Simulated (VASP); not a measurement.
Runs of VASP 6.6.1 on LiNbO3. The structure is that of space group R3c (No. 161), or close to it. The cells are those of the table. 

| cell | gap on the mesh (eV) | largest force (eV/Å) |
| --- | --- | --- |
| a = 5.672 Å, angles 55.1°, 10 atoms | 3.35 | 0.55 |
| a = 5.393 Å, angles 59.2°, 10 atoms | 3.42 | 0.28 |
| a = 5.609 Å, angles 55.8°, 10 atoms | 3.42 | 0.40 |
| a = 5.543 Å, angles 57.1°, 10 atoms | 3.38 | 0.49 |
| a = 5.480 Å, angles 58.5°, 10 atoms | (b) | 0.58 |
| a = 5.678 Å, angles 54.4°, 10 atoms | 3.42 | 0.32 |
| a = 5.743 Å, angles 53.7°, 10 atoms | (a) | 0.48 |
| a = 5.654 Å, angles 53.7°, 10 atoms | 3.55 | 0.16 |

Alike in all rows: task single point; level PBE; potentials or basis VASP PAW PBE potentials, release 64 (Li_sv, Nb_sv, O); no spin polarisation; k mesh 6 × 6 × 6; cutoff (eV) 520; smearing gaussian 0.05 eV.

Problem. Estimate the missing entries.

Solution. (a) 3.33; (b) 3.32.

A k mesh can miss the band edges, and the runs leave out spin-orbit coupling on Nb.
